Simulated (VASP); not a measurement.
Here is a VASP 6.6.1 calculation.

The input INCAR:

```
ALGO = Normal
EDIFF = 1E-6
ENCUT = 400
GGA = PE
GGA_COMPAT = False
ISIF = 2
ISMEAR = -1
ISYM = -1
LASPH = True
LCHARG = False
LREAL = Auto
LWAVE = False
NBANDS = 75
NELM = 120
PREC = Accurate
SIGMA = 0.05
```

The input KPOINTS:

```
explicit points
1
Reciprocal
  0.25000000   0.25000000   0.25000000 1
```

POSCAR

```
TiSi2
1.0
    6.6632510000      0.2460850000     -0.0945350000
    0.2460850000      6.4484990000     -0.0081680000
   -0.0945350000     -0.0081680000      6.7432540000
Ti Si
6 12
Direct
    0.5164177914      0.2680794794      0.8748686063
    0.5075805814      0.7380446817      0.7494318736
    0.1698370299      0.4232479443      0.5512109781
    0.7655205855      0.8459285660      0.3701818192
    0.1883007080     -0.0084610064      0.7372904681
    0.1043397355      0.7160040551      0.0723404573
    0.4208689740      0.9496036991      0.1108038065
    0.6024350590      0.4578031547      0.5235574004
    0.2933468734      0.7682851902      0.3864527274
    0.9125495661      0.6906546889      0.7131281338
    0.0599010718      0.1356817888      0.2592598465
    0.3439821006      0.3554750043      0.2141338392
    0.4780833015      0.0994445084      0.5149292712
    0.7735652944      0.9289783225      0.9775464323
    0.7471061985      0.5503977067      1.0386496390
    0.8360529317      0.2265112101      0.6541867483
    0.0789297710      0.3473174343      0.9196327937
    0.7384035923      0.2537138919      0.2456937435
```

Potentials or basis: VASP PAW PBE potentials, release 64 (Ti_sv, Si).

Run with:

```bash
$ cat potpaw_PBE.64/Ti_sv/POTCAR potpaw_PBE.64/Si/POTCAR > POTCAR
$ mpirun -np 1 vasp_std > vasp.out
```

(1) Predict the largest force.

(2) Estimate the pressure.

Results:

(1) 2.220 eV/Å.

(2) -4.1 GPa.

Caveat: the atoms stand as in a frame of molecular dynamics.
